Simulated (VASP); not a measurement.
# CdS in VASP: notebook

Aim: see how the results for CdS move with the level of theory and the settings. Levels: HSE06, PBEsol+D3(BJ), BLYP, PBE. Tasks: single point.

Program: VASP 6.6.1. These are calculated values, not measurements. Logs are shortened: lines on timing, memory, paths and dates and some standing lists are left out, and cuts for length are marked.

## Step 1: The cell of the first run

It takes space group P3m1 (No. 156, trigonal). The conventional cell has a = 4.317 Å, b = 4.317 Å, c = 5.881 Å, α = 90.00°, β = 90.00°, γ = 120.00°. Within 3.3 Å of Cd (site symmetry 3m) lie 3 S at 2.49 Å. Within 3.3 Å of S (site symmetry 3m) lie 3 Cd at 2.49 Å.

## Step 2: Single point, HSE06

Input file POSCAR:

```
CdS
1.0
    4.3172440391      0.0000000000      0.0000000000
   -2.1586220196      3.7388430122      0.0000000000
    0.0000000000      0.0000000000      5.8805523956
Cd S
1 1
Direct
    0.0000000000      0.0000000000      0.4426919200
    0.6666666667      0.3333333333      0.4343080800
```

Input file INCAR.step1:

```
PREC = Accurate
ENCUT = 520
EDIFF = 1E-5
ISMEAR = -1
SIGMA = 0.05
LREAL = False
LASPH = True
NELM = 60
ALGO = Normal
ISIF = 2
LWAVE = True
LCHARG = False
GGA = PE
NBANDS = 16
```

Input file INCAR.step2:

```
PREC = Accurate
ENCUT = 520
EDIFF = 1E-7
ISMEAR = -1
SIGMA = 0.05
LREAL = False
LASPH = True
NELM = 60
ALGO = Normal
ISIF = 2
LWAVE = False
LCHARG = False
GGA = PE
LHFCALC = True
HFSCREEN = 0.2079
PRECFOCK = Normal
ISTART = 1
NBANDS = 16
```

Input file KPOINTS:

```
regular mesh
0
Gamma
  4 4 4
```

Potentials or basis: VASP PAW PBE potentials, release 64 (Cd, S).

Started as:

```console
cat potpaw_PBE.64/Cd/POTCAR potpaw_PBE.64/S/POTCAR > POTCAR
cp INCAR.step1 INCAR
mpirun -np 1 vasp_std > vasp.out
cp INCAR.step2 INCAR
mpirun -np 1 vasp_std > vasp.out
```

OUTCAR:

```text
PREC = Accurate
   ENCUT = 520
   EDIFF = 1E-7
   ISMEAR = -1
   LREAL = False
   LASPH = True
   NELM = 60
   ISIF = 2
   GGA = PE
   LHFCALC = True
   HFSCREEN = 0.2079
   PRECFOCK = Normal
   ISTART = 1

 ion  position               nearest neighbor table
   1  0.000  0.000  0.443-   2 2.49   2 2.49   2 2.49
   2  0.667  0.333  0.434-   1 2.49   1 2.49   1 2.49

  LATTYP: Found a hexagonal cell.
 ALAT       =     4.3172440391
 C/A-ratio  =     1.3621079426

  Lattice vectors:

 A1 = (   4.3172440391,   0.0000000000,   0.0000000000)
 A2 = (  -2.1586220196,   3.7388430122,   0.0000000000)
 A3 = (   0.0000000000,   0.0000000000,   5.8805523956)

Analysis of symmetry for initial positions (statically):
=====================================================================
 Subroutine PRICEL returns:
 Original cell was already a primitive cell.

 Routine SETGRP: Setting up the symmetry group for a
 hexagonal supercell.

 Subroutine GETGRP returns: Found  6 space group operations
 (whereof  6 operations were pure point group operations)
 out of a pool of 24 trial point group operations.

The static configuration has the point symmetry C_3v.

Analysis of symmetry for dynamics (positions and initial velocities):
=====================================================================
 Subroutine PRICEL returns:
 Original cell was already a primitive cell.

 Routine SETGRP: Setting up the symmetry group for a
 hexagonal supercell.

 Subroutine GETGRP returns: Found  6 space group operations
 (whereof  6 operations were pure point group operations)
 out of a pool of 24 trial point group operations.

The dynamic configuration has the point symmetry C_3v.

 Subroutine INISYM returns: Found  6 space group operations
 (whereof  6 operations are pure point group operations),
 and found     1 'primitive' translations

----------------------------------------------------------------------------------------

                                     Primitive cell

  volume of cell :      94.9209
[... 75 lines left out ...]
   ENCUT  =  520.0 eV  38.22 Ry    6.18 a.u.   8.03  8.03 10.93*2*pi/ulx,y,z
   NELM   =     60;   NELMIN=  2; NELMDL=  0     # of ELM steps
   EDIFF  = 0.1E-06   stopping-criterion for ELM
   LREAL  =      F    real-space projection
   EDIFFG = 0.1E-05   stopping-criterion for IOM
   NSW    =      0    number of steps for IOM
   IBRION =     -1    ionic relax: 0-MD 1-quasi-New 2-CG
   NFREE  =      0    steps in history (QN), initial steepest desc. (CG)
   ISIF   =      2    stress and relaxation
   ISYM   =      3    0-nonsym 1-usesym 2-fastsym
   POTIM  = 0.5000    time-step for ionic-motion
   TEBEG  =    0.0;   TEEND  =   0.0 temperature during run
   PSTRESS=    0.0 pullay stress
   NELECT =      18.0000    total number of electrons
   NUPDOWN=      -1.0000    fix difference up-down
   EMIN   =  10.00;   EMAX   =-10.00  energy-range for DOS
   EFERMI =   0.00;   METHOD = LEGACY
   ISMEAR =    -1;   SIGMA  =   0.05  broadening in eV -4-tet -1-fermi 0-gaus
   EFERMI_NEDOS =   21; number of points for ismear=-14 and -15
   IALGO  =     38    algorithm
   IMIX   =      1    mixing-type and parameters
     AMIX     =   0.40;   BMIX     =  1.00
     AMIX_MAG =   1.60;   BMIX_MAG =  1.00
  volume/ion in A,a.u.               =      47.46       320.28
  Fermi-wavevector in a.u.,A,eV,Ry     =   0.940542  1.777367 12.035984  0.884620
  Thomas-Fermi vector in A             =   2.067964
   LORBIT       =      0    0 simple, 1 ext, 2 COOP (PROOUT), +10 PAW based schemes
   GGA     = PE    functional components
   LHFCALC =     T    Hartree Fock is set to
   PRECFOCK=normal    Normal, Fast or Accurate (Low or Medium for compatibility)
   ENCUT4O =  -1.0   cutoff for four orbital integrals eV
   NKREDX  =     1    reduce k-point grid by
   NKREDY  =     1    reduce k-point grid by
   NKREDZ  =     1    reduce k-point grid by
   AEXX    =    0.2500 exact exchange contribution
   HFSCREEN=    0.2079 screening length (either q_TF or 0.3 A-1)
   HFSCREENC=   0.2079 screening length for correlation (either q_TF or 0.3 A-1)
   ENCUTFOCK=  -1.0 apply spherical cutoff to Coloumb kernel
   IVDW    =     0    specifies the selected vdW correction
   LEPSILON=     F    determine dielectric tensor
   LRPA    =     F    only Hartree local field effects (RPA)
 non-spin polarized calculation
  energy-cutoff  :      520.00
  volume of cell :       94.92
 maximum number of plane-waves:      2571
  NGX = 28; NGY = 28; NGZ = 36

 number of electron      18.0000002 magnetization

 Free energy of the ion-electron system (eV)
  ---------------------------------------------------
  ext. energy  EPLUGINS =         0.00000000
  ---------------------------------------------------
  free energy    TOTEN  =        -7.04100046 eV

  energy without entropy =       -7.04100046  energy(sigma->0) =       -7.04100046

 E-fermi :  -1.7918     XC(G=0):  -5.0712

 val. band max:       -2.8934085524   @ k =   0.0000   0.0000   0.5000
 cond. band min:      -0.4923617034   @ k =   0.0000   0.0000   0.0000
 fundamental gap:      2.4010468491
 Fermi energy:        -1.7918193858

 k-point     1 :       0.0000    0.0000    0.0000
  band No.  band energies     occupation
      1     -15.4533      2.00000
      2     -11.5689      2.00000
      3     -11.5689      2.00000
      4     -11.1777      2.00000
      5     -11.1777      2.00000
      6     -10.9489      2.00000
[... 224 lines left out ...]
      3     -11.3003      2.00000
      4     -11.2582      2.00000
      5     -11.2017      2.00000
      6     -10.6598      2.00000
[... 8 lines left out ...]
     15       8.3966      0.00000
     16       8.6676      0.00000

------------------------ aborting loop because EDIFF is reached ----------------------------------------

  FORCE on cell =-STRESS in cart. coord.  units (eV):
  Direction    XX          YY          ZZ          XY          YZ          ZX
  --------------------------------------------------------------------------------------
  -------------------------------------------------------------------------------------
  Total       -1.4088606     -1.4088606      0.0076528      0.0000000      0.0000000      0.0000000
  in kB      -23.7802629    -23.7802629      0.1291718      0.0000000      0.0000000      0.0000000
  external PRESSURE =     -15.8104514 kB  Pullay stress =       0.0000000 kB

 VOLUME and BASIS-vectors are now :
 -----------------------------------------------------------------------------
  energy-cutoff  :      520.00
  volume of cell :       94.92
      direct lattice vectors                 reciprocal lattice vectors
     4.317244039  0.000000000  0.000000000     0.231629250  0.133731210  0.000000000
    -2.158622020  3.738843012  0.000000000     0.000000000  0.267462420  0.000000000
     0.000000000  0.000000000  5.880552396     0.000000000  0.000000000  0.170052052

 POSITION                                       TOTAL-FORCE (eV/Angst)
 -----------------------------------------------------------------------------------
      0.00000      0.00000      2.60327         0.000000      0.000000     -0.024886
      2.15862      1.24628      2.55397        -0.000000     -0.000000      0.024886
 -----------------------------------------------------------------------------------
    total drift:                               -0.000013      0.000008      0.000043

  FREE ENERGIE OF THE ION-ELECTRON SYSTEM (eV)
  ---------------------------------------------------
  free  energy   TOTEN  =        -7.0410004591 eV

  energy  without entropy=       -7.0410004590  energy(sigma->0) =       -7.04100046
```

Wall time 37 min (1 thread of AMD EPYC 7R13 (Zen 3), shared host); peak memory 0.31 GiB.

Results:

* Free energy: -7.0410 eV
* Pressure: -1.6 GPa
* Largest force: 0.025 eV/Å
* Band gap on the k mesh: 2.40 eV

Forces in eV/Å, atoms in the order of the input:
```
Cd   0.000  0.000 -0.025
S    0.000  0.000  0.025
```

Stress tensor (GPa, compression positive):
```
-2.38  0.00  0.00
 0.00 -2.38  0.00
 0.00  0.00  0.01
```

Levels at points of the mesh, in eV from the valence-band top:
```tsv
k point	band 6	band 7	band 8	band 9	band 10	band 11	band 12	band 13
(0.00, 0.00, 0.00)	-8.06	-1.07	0.00	0.00	2.40	6.43	8.01	8.04
(0.50, 0.00, 0.00)	-7.82	-3.62	-1.27	-0.21	4.69	6.17	7.64	8.28
(0.00, 0.00, 0.50)	-8.05	-1.27	0.00	0.00	2.72	5.89	8.10	8.10
(0.50, 0.00, 0.50)	-7.81	-3.59	-1.26	-0.31	4.88	5.20	8.57	9.07
```

Caveat: the k points lie up to 0.42 Å⁻¹ apart; the PAW data sets were made with another functional, which shifts forces and pressure a little.

## Step 3: Single point, PBEsol+D3(BJ)

This run uses another cell than the first one, of 19.62 Å³/atom.

Input file INCAR:

```
SYSTEM = CdS
PREC = Accurate
ENCUT = 520
EDIFF = 1E-6
ISMEAR = -1
SIGMA = 0.05
LREAL = .False.
LASPH = .True.
NELM = 80
ALGO = Normal
ISIF = 2
LWAVE = .False.
LCHARG = .True.
GGA = PS
IVDW = 12
LELF = .True.
LVHAR = .True.
NBANDS = 16
```

Input file KPOINTS:

```
regular mesh
0
Gamma
  7 7 5
  0 0 0
```

Input file POSCAR:

```
CdS
1.0
    3.6670963202      0.0000000000      0.0000000000
   -1.8335481601      3.1757985714      0.0000000000
    0.0000000000      0.0000000000      3.3702320735
Cd S
1 1
Direct
    0.0000000000      0.0000000000      0.6884279977
    0.6666666667      0.3333333333      0.1885720023
```

Potentials or basis: VASP PAW PBE potentials, release 64 (Cd, S).

Started as:

```console
cat potpaw_PBE.64/Cd/POTCAR potpaw_PBE.64/S/POTCAR > POTCAR
mpirun -np 1 vasp_std > vasp.out
```

OUTCAR:

```text
SYSTEM = CdS
   PREC = Accurate
   ENCUT = 520
   EDIFF = 1E-6
   ISMEAR = -1
   LREAL = .False.
   LASPH = .True.
   NELM = 80
   ISIF = 2
   GGA = PS
   IVDW = 12
 IVDW          = 12

 ion  position               nearest neighbor table
   1  0.000  0.000  0.688-   2 2.71   2 2.71   2 2.71   2 2.71   2 2.71   2 2.71
   2  0.667  0.333  0.189-   1 2.71   1 2.71   1 2.71   1 2.71   1 2.71   1 2.71

  LATTYP: Found a hexagonal cell.
 ALAT       =     3.6670963202
 C/A-ratio  =     0.9190465096

  Lattice vectors:

 A1 = (   3.6670963202,   0.0000000000,   0.0000000000)
[... 643 lines left out ...]

 Edisp (eV)   -0.68413

 E8    (eV) :    -0.4314

  FORCE on cell =-STRESS in cart. coord.  units (eV):
  Direction    XX          YY          ZZ          XY          YZ          ZX
  --------------------------------------------------------------------------------------
  -------------------------------------------------------------------------------------
  Total       0.13611     0.13611     0.16836    -0.00000     0.00000     0.00000
  in kB       5.55617     5.55617     6.87270    -0.00000     0.00000     0.00000
  external pressure =        6.00 kB  Pullay stress =        0.00 kB

 VOLUME and BASIS-vectors are now :
 -----------------------------------------------------------------------------
  energy-cutoff  :      520.00
  volume of cell :       39.25
      direct lattice vectors                 reciprocal lattice vectors
     3.667096320  0.000000000  0.000000000     0.272695319  0.157440716  0.000000000
    -1.833548160  3.175798571  0.000000000     0.000000000  0.314881431  0.000000000
     0.000000000  0.000000000  3.370232073     0.000000000  0.000000000  0.296715472

 POSITION                                       TOTAL-FORCE (eV/Angst)
 -----------------------------------------------------------------------------------
      0.00000      0.00000      2.32016         0.000000     -0.000000      0.000799
      1.83355      1.05860      0.63553        -0.000000      0.000000     -0.000799
 -----------------------------------------------------------------------------------
    total drift:                                0.000000     -0.000000     -0.000249

  FREE ENERGIE OF THE ION-ELECTRON SYSTEM (eV)
  ---------------------------------------------------
  free  energy   TOTEN  =        -6.8838094024 eV

  energy  without entropy=       -6.8816233575  energy(sigma->0) =       -6.88271638
```

It took 33 s on 1 thread of Intel Xeon 8259CL, shared host; peak memory 0.17 GiB.

What came out:

```
Free energy                : -6.8838 eV
Pressure                   : 0.6 GPa
Band gap on the k mesh     : zero (bands 9 and 10 overlap by 0.07 eV)
Dispersion energy per atom : -0.342 eV
```

Caveat: the k points lie up to 0.37 Å⁻¹ apart; semilocal functionals underestimate gaps, so a narrow gap can read as zero; the PAW data sets were made with another functional, which shifts forces and pressure a little.

## Step 4: Single point, BLYP

This run uses another cell than the first one.

Input file INCAR:

```
PREC = Accurate ; ENCUT = 520
EDIFF = 1E-6 ; ISMEAR = -1
SIGMA = 0.05 ; LREAL = F
LASPH = T ; NELM = 60
ALGO = Normal ; ISIF = 2
LWAVE = F ; LCHARG = F
GGA = B5 ; ALDAX = 1.0
AGGAX = 1.0 ; AGGAC = 1.0
ALDAC = 0.0 ; NBANDS = 16
```

Input file KPOINTS:

```
regular mesh
0
Gamma
  7 7 5
```

Input file POSCAR:

```
CdS
1.0
    4.2611695877      0.0000000000      0.0000000000
   -2.1305847939      3.6902811128      0.0000000000
    0.0000000000      0.0000000000      5.8041729400
Cd S
1 1
Direct
    0.0000000000      0.0000000000      0.4426919200
    0.6666666667      0.3333333333      0.4343080800
```

Started as:

```console
cat potpaw_PBE.64/Cd/POTCAR potpaw_PBE.64/S/POTCAR > POTCAR
mpirun -np 1 vasp_std > vasp.out
```

Run time: 77 s. Hardware: 1 thread of Intel Xeon 8259CL, shared host; peak memory 0.23 GiB.

Results (log left out):

| Quantity | Value |
| --- | --- |
| Free energy | -4.8172 eV |
| Pressure | 1.3 GPa |
| Largest force | 0.011 eV/Å |
| Band gap on the k mesh | 1.37 eV |

Forces in eV/Å, atoms in the order of the input:
```
Cd   0.000  0.000  0.011
S    0.000  0.000 -0.011
```

Stress tensor (GPa, compression positive):
```
1.89 0.00 0.00
0.00 1.89 0.00
0.00 0.00 0.11
```

Levels at points of the mesh, in eV from the valence-band top:
| k point | band 7 | band 8 | band 9 | band 10 | band 11 | band 12 |
| --- | --- | --- | --- | --- | --- | --- |
| (0.00, 0.00, 0.00) | -1.06 | 0.00 | 0.00 | 1.37 | 5.63 | 6.81 |

Caveat: the PAW data sets were made with another functional, which shifts forces and pressure a little; an odd mesh through Γ misses points on the zone boundary, where band edges can lie.

## Step 5: Single point, PBE

This run uses another cell than the first one.

Input file INCAR:

```
SYSTEM = CdS
  PREC = Accurate
  ENCUT = 520
  EDIFF = 1E-6
  ISMEAR = 0
  SIGMA = 0.013000000000000001
  LREAL = .FALSE.
  LASPH = .TRUE.
  NELM = 80
  ALGO = Normal
  ISIF = 2
  LWAVE = .FALSE.
  LCHARG = .TRUE.
  GGA = PE
  LELF = .TRUE.
  LVHAR = .TRUE.
  NBANDS = 16
```

Input file KPOINTS:

```
regular mesh
0
G
  7 7 5
  0 0 0
```

POSCAR is that of step 4.

Started as:

```console
cat potpaw_PBE.64/Cd/POTCAR potpaw_PBE.64/S/POTCAR > POTCAR
mpirun -np 1 vasp_std > vasp.out
```

Wall time 62 s (1 thread of Intel Xeon 8259CL, shared host); peak memory 0.23 GiB.

The run converged. Its results:

| Property | Result |
| --- | --- |
| Free energy | -5.6489 eV |
| Pressure | -0.1 GPa |
| Band gap on the k mesh | 1.47 eV |

Forces in eV/Å, atoms in the order of the input:
```
Cd   0.000  0.000 -0.002
S    0.000  0.000  0.002
```

Stress tensor (GPa, compression positive):
```
-0.09  0.00  0.00
 0.00 -0.09  0.00
 0.00  0.00 -0.01
```

Levels at points of the mesh, in eV from the valence-band top:
| k point | band 5 | band 6 | band 7 | band 8 | band 9 | band 10 | band 11 | band 12 | band 13 | band 14 |
| --- | --- | --- | --- | --- | --- | --- | --- | --- | --- | --- |
| (0.00, 0.00, 0.00) | -7.13 | -6.93 | -1.05 | 0.00 | 0.00 | 1.47 | 5.58 | 6.93 | 6.93 | 6.98 |

Caveat: an odd mesh through Γ misses points on the zone boundary, where band edges can lie.

## Step 6: Single point, PBE

This run uses another cell than the first one.

Input file INCAR:

```
ALGO = Normal
EDIFF = 1E-6
ENCUT = 520
GGA = PE
ISIF = 2
ISMEAR = 0
LASPH = True
LCHARG = False
LREAL = False
LWAVE = False
NBANDS = 16
NELM = 80
PREC = Accurate
SIGMA = 0.017
```

Input file KPOINTS:

```
k-points
0
Gamma
  7 7 5
```

POSCAR is that of step 5.

Potentials or basis: VASP PAW PBE potentials, release 64 (Cd, S).

Started as:

```console
cat potpaw_PBE.64/Cd/POTCAR potpaw_PBE.64/S/POTCAR > POTCAR
mpirun -np 1 vasp_std > vasp.out
```

Wall time 59 s (1 thread of Intel Xeon 8259CL, shared host); peak memory 0.23 GiB.

Results (log left out):

| Item | Value |
| --- | --- |
| Free energy | -5.6489 eV |
| Pressure | -0.1 GPa |
| Band gap on the k mesh | 1.47 eV |

Forces in eV/Å, atoms in the order of the input:
```
Cd   0.000  0.000 -0.002
S    0.000  0.000  0.002
```

Stress tensor (GPa, compression positive):
```
-0.09  0.00  0.00
 0.00 -0.09  0.00
 0.00  0.00 -0.01
```

Levels at points of the mesh, in eV from the valence-band top:
| k point | band 6 | band 7 | band 8 | band 9 | band 10 | band 11 | band 12 | band 13 |
| --- | --- | --- | --- | --- | --- | --- | --- | --- |
| (0.00, 0.00, 0.00) | -6.93 | -1.05 | 0.00 | 0.00 | 1.47 | 5.58 | 6.93 | 6.93 |

Caveat: an odd mesh through Γ misses points on the zone boundary, where band edges can lie.

## Step 7: Overview

```csv
level,cell,k mesh,smearing,grid for exact exchange (PRECFOCK),share of exact exchange,screening parameter,gap on the mesh (eV),pressure (GPa),largest force (eV/Å)
HSE06,"a = 4.317, b = 4.317, c = 5.881 Å, angles 90.0, 90.0, 120.0°, 2 atoms, atomic positions A",4 × 4 × 4,fermi-dirac 0.05 eV,Normal,0.25,0.2079 1/Å,2.40,-1.6,0.02
PBEsol+D3(BJ),"a = 3.667, b = 3.667, c = 3.370 Å, angles 90.0, 90.0, 120.0°, 2 atoms, atomic positions B",7 × 7 × 5,fermi-dirac 0.05 eV,-,-,-,none,0.6,-
BLYP,"a = 4.261, b = 4.261, c = 5.804 Å, angles 90.0, 90.0, 120.0°, 2 atoms, atomic positions A",7 × 7 × 5,fermi-dirac 0.05 eV,-,-,-,1.37,1.3,0.01
PBE,"a = 4.261, b = 4.261, c = 5.804 Å, angles 90.0, 90.0, 120.0°, 2 atoms, atomic positions A",7 × 7 × 5,gaussian 0.013 eV,-,-,-,1.47,-0.1,-
PBE,"a = 4.261, b = 4.261, c = 5.804 Å, angles 90.0, 90.0, 120.0°, 2 atoms, atomic positions A",7 × 7 × 5,gaussian 0.017 eV,-,-,-,1.47,-0.1,-
```

Alike in all rows: task single point; potentials or basis VASP PAW PBE potentials, release 64 (Cd, S); no spin polarisation; cutoff (eV) 520.

Caveats: some runs use coarse meshes; the PAW data sets were made with another functional, which shifts forces and pressure a little (at least some runs); an odd mesh through Γ misses points on the zone boundary, where band edges can lie (at least some runs); semilocal functionals underestimate gaps, so a narrow gap can read as zero (at least some runs).

Absolute energies hang on the potentials; compare differences alone.
